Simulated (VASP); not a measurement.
# CFH3: single point with PBE+D3(BJ)

The system is CFH3, in a box.

```
CELL_PARAMETERS angstrom
5.03020 0.00000 0.00000
0.00000 7.11378 0.00000
0.00000 0.00000 26.04075
ATOMIC_POSITIONS crystal
C 0.89743 0.59379 0.66553
F 0.16941 0.56392 0.65682
H 0.85631 0.74498 0.66252
H 0.78350 0.51682 0.63628
H 0.84755 0.54182 0.70406
```

| Item | Value |
| --- | --- |
| Program | VASP 6.6.1 |
| Task | single point |
| Functional | PBE |
| Dispersion | D3(BJ) |
| Potentials or basis | VASP PAW PBE potentials, release 64 (C, F, H) |
| Cutoff | 520 eV |
| k mesh | 3 × 2 × 1 |
| Occupations | gaussian, width 0.05 eV |
| Spin | no spin polarisation |

- Largest force: 0.312 eV/Å
- Gap between the frontier levels: 7.03 eV
- Dispersion energy per atom: -0.009 eV

Forces in eV/Å, atoms in the order of the input:
```
C   -0.305 -0.001 -0.033
F    0.309 -0.035 -0.029
H    0.000  0.005  0.025
H    0.008  0.014  0.047
H   -0.013  0.017 -0.010
```

Levels at points of the mesh, in eV from the valence-band top:
```tsv
k point	band 5	band 6	band 7	band 8	band 9	band 10
(0.00, 0.00, 0.00)	-3.49	-0.02	0.00	7.03	7.84	8.03
(0.00, 0.50, 0.00)	-3.49	-0.02	0.00	7.74	7.85	8.43
```

Wall time 5.3 min on 1 thread of Intel Xeon 8259CL, on a shared host, peak memory 0.92 GiB.

Caveat: the k points lie up to 0.44 Å⁻¹ apart.
